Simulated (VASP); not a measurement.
A run of VASP 6.6.1:

File INCAR:

```
SYSTEM = Hf
PREC = Accurate ; ENCUT = 600
EDIFF = 1E-7 ; ISMEAR = -1
SIGMA = 0.05 ; LREAL = .FALSE.
LASPH = .TRUE. ; NELM = 60
ALGO = Normal ; ISIF = 3
LWAVE = .FALSE. ; LCHARG = .FALSE.
GGA = PS ; IBRION = 2
NSW = 60 ; EDIFFG = -0.01
PSTRESS = 50.0
```

Contents of KPOINTS:

```
Automatic mesh
0
G
  6 6 9
  0 0 0
```

The input POSCAR:

```
Hf
1.0
    4.9623295440      0.0000000000      0.0000000000
   -2.4811647720      4.2975034470      0.0000000000
    0.0000000000      0.0000000000      3.0862322500
Hf
3
Direct
    0.0000000000      0.0000000000      0.0000000000
    0.3333333333      0.6666666667      0.5000000000
    0.6666666667      0.3333333333      0.5000000000
```

Potentials or basis: VASP PAW PBE potentials, release 64 (Hf_pv).

Command:

```bash
$ cat potpaw_PBE.64/Hf_pv/POTCAR > POTCAR
$ mpirun -np 1 vasp_std > vasp.out
```

Hardware: 1 thread of Intel(R) Xeon(R) 6975P-C (Granite Rapids) (shared host).

Task: How long does it take, and how much memory?

Result: It took 110 s on 1 thread of Intel(R) Xeon(R) 6975P-C (Granite Rapids) (shared host), peak memory 0.24 GiB. Counts: scf iterations 70, k points 35, ion steps 8.
